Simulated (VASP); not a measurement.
Input of a VASP 6.6.1 run:

Contents of INCAR:

```
ALGO = Normal
EDIFF = 1E-6
ENCUT = 500
GGA = CA
GGA_COMPAT = False
ISIF = 2
ISMEAR = -1
LASPH = True
LCHARG = False
LREAL = False
LWAVE = False
NBANDS = 30
NELM = 120
PREC = Accurate
SIGMA = 0.1
```

File KPOINTS:

```
k-points
0
Gamma
  4 4 4
```

POSCAR

```
In3Sb
1.0
    4.7115590287      0.0000000000      0.0000000000
    0.0000000000      4.7115590287      0.0000000000
    0.0000000000      0.0000000000      4.7115590287
In Sb
3 1
Direct
    0.5000000000      0.5000000000      0.0000000000
    0.5000000000      0.0000000000      0.5000000000
    0.0000000000      0.5000000000      0.5000000000
    0.0000000000      0.0000000000      0.0000000000
```

Potentials or basis: VASP PAW LDA potentials, release 64 (In_d, Sb).

The run is started by

```sh
$ cat potpaw_LDA.64/In_d/POTCAR potpaw_LDA.64/Sb/POTCAR > POTCAR
$ mpirun -np 1 vasp_std > vasp.out
```

Task: What does it give for the pressure?

Result: -2.0 GPa.

Task: Estimate the band gap on the k mesh.

Result: Zero (bands 22 and 23 overlap by 3.78 eV).

Caveat: spin-orbit coupling is left out, which moves the levels of the heavy elements.
